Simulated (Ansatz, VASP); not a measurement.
**Na2Ru in VASP and in Ansatz**

```
Na Ru
1.0
     4.27594    0.00000    0.00000
    -2.13797    3.70307    0.00000
     0.00000    0.00000    3.50066
Na Ru
2 1
Direct
  0.33333 0.66667 0.50000
  0.66667 0.33333 0.50000
  0.00000 0.00000 0.50000
```

Alike in both runs: task single point; functional PBE; k mesh 6 × 6 × 6; occupations gaussian, width 0.1 eV; no spin polarisation.

```csv
,VASP,Ansatz
version,VASP 6.6.1,Ansatz 0.2.0
potentials or method,"VASP PAW PBE potentials, release 64 (Na_pv, Ru_pv), cutoff 520 eV","scalar-relativistic, plane waves, PAW"
valence electrons in the cell,28,34
```

Ansatz gave:

```
gap on the k mesh at the Fermi level (eV)                     : none
pressure (GPa)                                                : 21.0
traceless stress, the component that is largest in VASP (GPa) : -36.58
```

Problem. Estimate VASP's values.

Solution. gap on the k mesh at the Fermi level (eV): none; pressure (GPa): 21.3; traceless stress, the component that is largest in VASP (GPa): -36.96.

A gap of «none» marks a metal or a gap that the smearing closes. VASP's potentials hold 28 valence electrons a cell and Ansatz's 34, so a difference there can come from the potentials and not from the codes.
